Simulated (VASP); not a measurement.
# Ti8H2CO18 in VASP: single point with PBE+D3(BJ)

Aim: the single point of Ti8H2CO18 with PBE+D3(BJ).

All numbers are computed with VASP 6.6.1; they aren't measurements. Logs are shortened: lines on timing, memory, paths and dates and some standing lists are left out, and cuts for length are marked.

## (1) The cell of the first run

The cell holds a slab with vacuum, 29 atoms: a = 7.575 Å, b = 5.484 Å, c = 23.868 Å, α = 90.00°, β = 90.00°, γ = 110.20°.

## (2) Single point, PBE+D3(BJ)

INCAR

```
SYSTEM = Ti8H2CO18
  ALGO = Normal
  DIPOL = 0.5 0.5 0.497
  EDIFF = 1E-6
  ENCUT = 520
  GGA = PE
  IDIPOL = 3
  ISIF = 2
  ISMEAR = 0
  IVDW = 12
  LASPH = .TRUE.
  LCHARG = .FALSE.
  LDIPOL = .TRUE.
  LREAL = Auto
  LWAVE = .FALSE.
  NBANDS = 125
  NELM = 100
  PREC = Accurate
  SIGMA = 0.05
```

KPOINTS

```
k-points
0
G
  2 3 1
  0 0 0
```

POSCAR

```
Ti8H2CO18
1.0
    7.5747420722      0.0000000000      0.0000000000
   -1.8936855181      5.1466543507      0.0000000000
    0.0000000000      0.0000000000     23.8678571371
O Ti C H
18 8 1 2
Direct
    0.1576574043      0.6306296174      0.3351788120
    0.6576574043      0.6306296174      0.3351788120
    0.2995803408      0.1983213634      0.3720660548
    0.7995803408      0.1983213634      0.3720660548
    0.4777260876      0.9109043506      0.3965902711
    0.9777260876      0.9109043506      0.3965902711
    0.1196490241      0.4785960966      0.4334775139
    0.6196490241      0.4785960966      0.4334775139
    0.2229472545      0.9005865080      0.4830090529
    0.7266209671      0.9034400478      0.4848328876
    0.3649271874      0.4612178372      0.5206473265
    0.8648463828      0.4570533313      0.5210351591
    0.5412882666      0.1767103895      0.5533494109
    0.0476456213      0.1821528687      0.5560364966
    0.1886546483      0.7616405234      0.5817952009
    0.6911260052      0.7495940609      0.5825594614
    0.8282212853      0.5260044179      0.7097425643
    0.7859826687      0.2346972967      0.6407433376
    0.0676917460      0.2707669840      0.3658845416
    0.5676917460      0.2707669840      0.3658845416
    0.2096146825      0.8384587300      0.4027717844
    0.7096146825      0.8384587300      0.4027717844
    0.1313768141      0.5315841007      0.5195516227
    0.6342204058      0.5353912560      0.5187007396
    0.2701989860      0.0788008522      0.5465178043
    0.7680132624      0.0750988802      0.5519869498
    0.8601010823      0.4573122079      0.6580555203
    0.7361028443      0.3718393348      0.7269209207
    0.9609753296      0.6172540412      0.6342993404
```

Potentials or basis: VASP PAW PBE potentials, release 64 (O, Ti_sv, C, H).

Command:

```
> cat potpaw_PBE.64/O/POTCAR potpaw_PBE.64/Ti_sv/POTCAR potpaw_PBE.64/C/POTCAR potpaw_PBE.64/H/POTCAR > POTCAR
> mpirun -np 1 vasp_std > vasp.out
```

OUTCAR:

```text
SYSTEM = Ti8H2CO18
   EDIFF = 1E-6
   ENCUT = 520
   GGA = PE
   ISIF = 2
   ISMEAR = 0
   IVDW = 12
   LASPH = .TRUE.
   LREAL = Auto
   NELM = 100
   PREC = Accurate
 IVDW          = 12

 ion  position               nearest neighbor table
   1  0.158  0.631  0.335-  21 1.94  19 1.99
   2  0.658  0.631  0.335-  22 1.94  20 1.99
   3  0.300  0.198  0.372-  19 1.94  20 1.94  21 1.99
   4  0.800  0.198  0.372-  20 1.94  19 1.94  22 1.99
   5  0.478  0.911  0.397-  21 1.94  22 1.94  20 1.99
   6  0.978  0.911  0.397-  22 1.94  21 1.94  19 1.99
   7  0.120  0.479  0.433-  19 1.94  21 1.99  23 2.07
   8  0.620  0.479  0.433-  20 1.94  22 1.99  24 2.05
   9  0.223  0.901  0.483-  25 1.77  21 1.94  23 2.09
  10  0.727  0.903  0.485-  26 1.83  22 1.99  24 2.06
  11  0.365  0.461  0.521-  23 1.94  24 1.94  25 2.06
  12  0.865  0.457  0.521-  23 1.92  24 1.94  26 2.10
  13  0.541  0.177  0.553-  25 1.94  26 1.98  24 2.02
  14  0.048  0.182  0.556-  25 1.97  26 2.00  23 2.00
  15  0.189  0.762  0.582-  25 1.84  23 1.90
  16  0.691  0.750  0.583-  26 1.83  24 1.88
  17  0.828  0.526  0.710-  28 0.98  27 1.34
  18  0.786  0.235  0.641-  27 1.23  26 2.28
  19  0.068  0.271  0.366-   7 1.94   3 1.94   4 1.94   6 1.99   1 1.99
  20  0.568  0.271  0.366-   8 1.94   4 1.94   3 1.94   5 1.99   2 1.99
  21  0.210  0.838  0.403-   5 1.94   6 1.94   1 1.94   9 1.94   7 1.99   3 1.99
  22  0.710  0.838  0.403-   6 1.94   5 1.94   2 1.94  10 1.99   8 1.99   4 1.99
  23  0.131  0.532  0.520-  15 1.90  12 1.92  11 1.94  14 2.00   7 2.07   9 2.09  25 2.89
  24  0.634  0.535  0.519-  16 1.88  11 1.94  12 1.94  13 2.02   8 2.05  10 2.06  26 2.89
  25  0.270  0.079  0.547-   9 1.77  15 1.84  13 1.94  14 1.97  11 2.06  23 2.89
  26  0.768  0.075  0.552-  16 1.83  10 1.83  13 1.98  14 2.00  12 2.10  18 2.28  24 2.89
  27  0.860  0.457  0.658-  29 1.10  18 1.23  17 1.34
  28  0.736  0.372  0.727-  17 0.98
  29  0.961  0.617  0.634-  27 1.10

  Warning from LATTYP: Monoclinic adjustment (A1->A3, A2->A1, A3->A2)!
  LATTYP: Found a simple monoclinic cell.
 ALAT       =     5.4839853981
 B/A-ratio  =     4.3522831307
 C/A-ratio  =     1.3812476734
 COS(beta)  =    -0.3453119184

  Lattice vectors:

 A1 = (  -1.8936855181,   5.1466543507,   0.0000000000)
 A2 = (   0.0000000000,   0.0000000000,  23.8678571371)
 A3 = (   7.5747420722,   0.0000000000,   0.0000000000)

Analysis of symmetry for initial positions (statically):
=====================================================================
 Subroutine PRICEL returns:
 Original cell was already a primitive cell.

 Routine SETGRP: Setting up the symmetry group for a
 simple monoclinic supercell.

 Subroutine GETGRP returns: Found  1 space group operations
 (whereof  1 operations were pure point group operations)
 out of a pool of  4 trial point group operations.

The static configuration has the point symmetry C_1 .

Analysis of symmetry for dynamics (positions and initial velocities):
=====================================================================
 Subroutine PRICEL returns:
 Original cell was already a primitive cell.

 Routine SETGRP: Setting up the symmetry group for a
 simple monoclinic supercell.

 Subroutine GETGRP returns: Found  1 space group operations
 (whereof  1 operations were pure point group operations)
 out of a pool of  4 trial point group operations.

The dynamic configuration has the point symmetry C_1 .

 Subroutine INISYM returns: Found  1 space group operations
 (whereof  1 operations are pure point group operations),
 and found     1 'primitive' translations

----------------------------------------------------------------------------------------

                                     Primitive cell

  volume of cell :     930.4784

  direct lattice vectors                    reciprocal lattice vectors
     7.574742072  0.000000000  0.000000000     0.132017697  0.048575246  0.000000000
    -1.893685518  5.146654351  0.000000000     0.000000000  0.194300983  0.000000000
     0.000000000  0.000000000 23.867857137     0.000000000  0.000000000  0.041897351

  length of vectors
     7.574742072  5.483985398 23.867857137     0.140670632  0.194300983  0.041897351

  position of ions in fractional coordinates (direct lattice)
     0.157657404  0.630629617  0.335178812
     0.657657404  0.630629617  0.335178812
     0.299580341  0.198321363  0.372066055
     0.799580341  0.198321363  0.372066055
     0.477726088  0.910904351  0.396590271
     0.977726088  0.910904351  0.396590271
[... 21 lines left out ...]
     0.736102844  0.371839335  0.726920921
     0.960975330  0.617254041  0.634299340

  ion indices of the primitive-cell ions
   primitive index   ion index
                 1           1
                 2           2
                 3           3
                 4           4
                 5           5
                 6           6
[... 21 lines left out ...]
                28          28
                29          29

----------------------------------------------------------------------------------------

 KPOINTS: k-points

Automatic generation of k-mesh.
 Grid dimensions read from file:
 generate k-points for:    2    3    1

 Generating k-lattice:

  Cartesian coordinates                     Fractional coordinates (reciprocal lattice)
     0.066008848  0.024287623  0.000000000     0.500000000  0.000000000  0.000000000
     0.000000000  0.064766994  0.000000000     0.000000000  0.333333333  0.000000000
     0.000000000  0.000000000  0.041897351     0.000000000  0.000000000  1.000000000

  Length of vectors
     0.070335316  0.064766994  0.041897351

  Shift w.r.t. Gamma in fractional coordinates (k-lattice)
     0.000000000  0.000000000  0.000000000

 Subroutine IBZKPT returns following result:
 ===========================================

 Found      4 irreducible k-points:

 Following reciprocal coordinates:
            Coordinates               Weight
  0.000000  0.000000  0.000000      1.000000
  0.500000  0.000000  0.000000      1.000000
  0.000000  0.333333  0.000000      2.000000
  0.500000  0.333333  0.000000      2.000000
   k-points           NKPTS =      4   k-points in BZ     NKDIM =      4   number of bands    NBANDS=    125
   number of dos      NEDOS =    301   number of ions     NIONS =     29
   total plane-waves  NPLWV = 423360
   dimension x,y,z NGX =    56 NGY =   42 NGZ =  180
   dimension x,y,z NGXF=   112 NGYF=   84 NGZF=  360
   ions per type =              18   8   1   2
   NGX,Y,Z   is equivalent  to a cutoff of  12.29, 12.73, 12.54 a.u.
   NGXF,Y,Z  is equivalent  to a cutoff of  24.58, 25.46, 25.07 a.u.
 SYSTEM =  Ti8H2CO18
   PREC   = accura    normal or accurate (medium, high low for compatibility)
   ISTART =      0    job   : 0-new  1-cont  2-samecut
   ICHARG =      2    charge: 1-file 2-atom 10-const
   ISPIN  =      1    spin polarized calculation?
   LNONCOLLINEAR =      F non collinear calculations
   LSORBIT =      F    spin-orbit coupling
   LASPH  =      T    aspherical Exc in radial PAW
   ENCUT  =  520.0 eV  38.22 Ry    6.18 a.u.  14.08 10.20 44.38*2*pi/ulx,y,z
   NELM   =    100;   NELMIN=  2; NELMDL= -5     # of ELM steps
   EDIFF  = 0.1E-05   stopping-criterion for ELM
   LREAL  =      T    real-space projection
   EDIFFG = 0.1E-04   stopping-criterion for IOM
   NSW    =      0    number of steps for IOM
   IBRION =     -1    ionic relax: 0-MD 1-quasi-New 2-CG
   NFREE  =      0    steps in history (QN), initial steepest desc. (CG)
   ISIF   =      2    stress and relaxation
   ISYM   =      2    0-nonsym 1-usesym 2-fastsym
   POTIM  = 0.5000    time-step for ionic-motion
   TEBEG  =    0.0;   TEEND  =   0.0 temperature during run
   PSTRESS=    0.0 pullay stress
   NELECT =     210.0000    total number of electrons
   NUPDOWN=      -1.0000    fix difference up-down
   EMIN   =  10.00;   EMAX   =-10.00  energy-range for DOS
   EFERMI =   0.00;   METHOD = LEGACY
   ISMEAR =     0;   SIGMA  =   0.05  broadening in eV -4-tet -1-fermi 0-gaus
   EFERMI_NEDOS =   21; number of points for ismear=-14 and -15
   IALGO  =     38    algorithm
   IMIX   =      4    mixing-type and parameters
     AMIX     =   0.40;   BMIX     =  1.00
     AMIX_MAG =   1.60;   BMIX_MAG =  1.00
  volume/ion in A,a.u.               =      32.09       216.52
  Fermi-wavevector in a.u.,A,eV,Ry     =   0.996734  1.883554 13.517091  0.993478
  Thomas-Fermi vector in A             =   2.128842
   LORBIT       =      0    0 simple, 1 ext, 2 COOP (PROOUT), +10 PAW based schemes
   GGA     = PE    functional components
   LHFCALC =     F    Hartree Fock is set to
   AEXX    =    0.0000 exact exchange contribution
   IVDW    =    12    specifies the selected vdW correction
   LEPSILON=     F    determine dielectric tensor
   LRPA    =     F    only Hartree local field effects (RPA)
 non-spin polarized calculation
 Gauss-broadening in eV      SIGMA  =   0.05
  energy-cutoff  :      520.00
  volume of cell :      930.48
 maximum number of plane-waves:     25078
   NGX = 29   NGY = 21   NGZ = 89

 number of electron     209.9999992 magnetization

 dipolmoment           0.000000      0.000000     -0.312635 electrons x Angstroem

 Free energy of the ion-electron system (eV)
  ---------------------------------------------------
  ext. energy  EPLUGINS =         0.00000000
  ---------------------------------------------------
  free energy    TOTEN  =      -241.90021858 eV

  energy without entropy =     -241.90021858  energy(sigma->0) =     -241.90021858

 E-fermi :  -2.5736     XC(G=0):  -4.1866

 val. band max:       -2.9203965758   @ k =   0.0000   0.0000   0.0000
 cond. band min:      -0.8772845730   @ k =   0.0000   0.0000   0.0000
 fundamental gap:      2.0431120029
 Fermi energy:        -2.5736217697

 k-point     1 :       0.0000    0.0000    0.0000
  band No.  band energies     occupation
      1     -59.7110      2.00000
      2     -59.7034      2.00000
      3     -59.6350      2.00000
      4     -59.5832      2.00000
      5     -59.5300      2.00000
      6     -59.4290      2.00000
[... 109 lines left out ...]
    116       0.4280      0.00000
    117       0.4675      0.00000
[... 358 lines left out ...]
    116       0.2217      0.00000
    117       0.3152      0.00000
 [bands above 117 left out]

------------------------ aborting loop because EDIFF is reached ----------------------------------------

 vacuum level on the upper side and lower side of the slab       (xc-potential included)        -0.829         0.592

 Edisp (eV)   -4.11188

 E8    (eV) :    -1.6531

  FORCE on cell =-STRESS in cart. coord.  units (eV):
  Direction    XX          YY          ZZ          XY          YZ          ZX
  --------------------------------------------------------------------------------------
  -------------------------------------------------------------------------------------
  Total      -4.25112   -14.50061    -4.28221     0.18632    -3.42724    -0.04802
  in kB      -7.31994   -24.96840    -7.37347     0.32083    -5.90131    -0.08268
  external pressure =      -13.22 kB  Pullay stress =        0.00 kB

 VOLUME and BASIS-vectors are now :
 -----------------------------------------------------------------------------
  energy-cutoff  :      520.00
  volume of cell :      930.48
      direct lattice vectors                 reciprocal lattice vectors
     7.574742072  0.000000000  0.000000000     0.132017697  0.048575246  0.000000000
    -1.893685518  5.146654351  0.000000000     0.000000000  0.194300983  0.000000000
     0.000000000  0.000000000 23.867857137     0.000000000  0.000000000  0.041897351

 POSITION                                       TOTAL-FORCE (eV/Angst)
 -----------------------------------------------------------------------------------
     -0.00000      3.24563      8.00000        -0.000237     -1.588276      1.019184
      3.78737      3.24563      8.00000         0.000031     -1.552333      1.033248
      1.89369      1.02069      8.88042         0.012180      0.231940     -1.093343
      5.68106      1.02069      8.88042        -0.012404      0.225864     -1.104946
      1.89369      4.68811      9.46576         0.008849      0.306546      0.080612
      5.68106      4.68811      9.46576        -0.020748      0.308106      0.046288
[... 21 lines left out ...]
      4.87164      1.91373     17.35004        -0.032794     -0.046511      0.075153
      6.11026      3.17679     15.13937        -0.002892      0.002856      0.009200
 -----------------------------------------------------------------------------------
    total drift:                                0.030458      0.009917     -0.001245

  FREE ENERGIE OF THE ION-ELECTRON SYSTEM (eV)
  ---------------------------------------------------
  free  energy   TOTEN  =      -246.0120962398 eV

  energy  without entropy=     -246.0120962398  energy(sigma->0) =     -246.01209624

 vacuum level on the upper side and lower side of the slab         2.274         3.726
```

It took 23 min on 1 thread of AMD EPYC 7R13 (Zen 3), shared host; peak memory 0.97 GiB.

What came out:

```
Free energy                : -246.0121 eV
Largest force              : 4.476 eV/Å
Band gap on the k mesh     : 2.04 eV
Dispersion energy per atom : -0.142 eV
```

Forces on the atoms (eV/Å):
```
O    0.000 -1.588  1.019
O    0.000 -1.552  1.033
O    0.012  0.232 -1.093
O   -0.012  0.226 -1.105
O    0.009  0.307  0.081
O   -0.021  0.308  0.046
O    0.000 -0.844  0.176
O    0.004 -0.807  0.068
O   -0.008 -0.025 -0.062
O    0.002 -0.012 -0.057
O   -0.014  0.014 -0.004
O   -0.018  0.005 -0.003
O    0.003 -0.008  0.013
O   -0.001 -0.012  0.016
O   -0.005 -0.033  0.106
O    0.001 -0.043  0.091
O   -0.024  0.064  0.089
O   -0.042 -0.372 -0.149
Ti  -0.009  4.023  1.962
Ti   0.019  4.016  1.945
Ti   0.004 -2.219 -2.464
Ti   0.014 -2.077 -1.819
Ti   0.020 -0.038 -0.039
Ti   0.007 -0.030 -0.035
Ti   0.001  0.084  0.060
Ti  -0.012  0.077  0.066
C    0.106  0.350 -0.026
H   -0.033 -0.047  0.075
H   -0.003  0.003  0.009
```

Levels at points of the mesh, in eV from the valence-band top:
```csv
k point,band 101,band 102,band 103,band 104,band 105,band 106,band 107,band 108,band 109,band 110
"(0.00, 0.00, 0.00)",-0.58,-0.33,-0.31,-0.25,0.00,2.04,2.61,2.72,2.79,2.85
"(0.50, 0.00, 0.00)",-0.67,-0.31,-0.30,-0.13,-0.12,2.60,2.62,2.82,2.85,2.88
```

Caveat: the k points lie up to 0.44 Å⁻¹ apart.
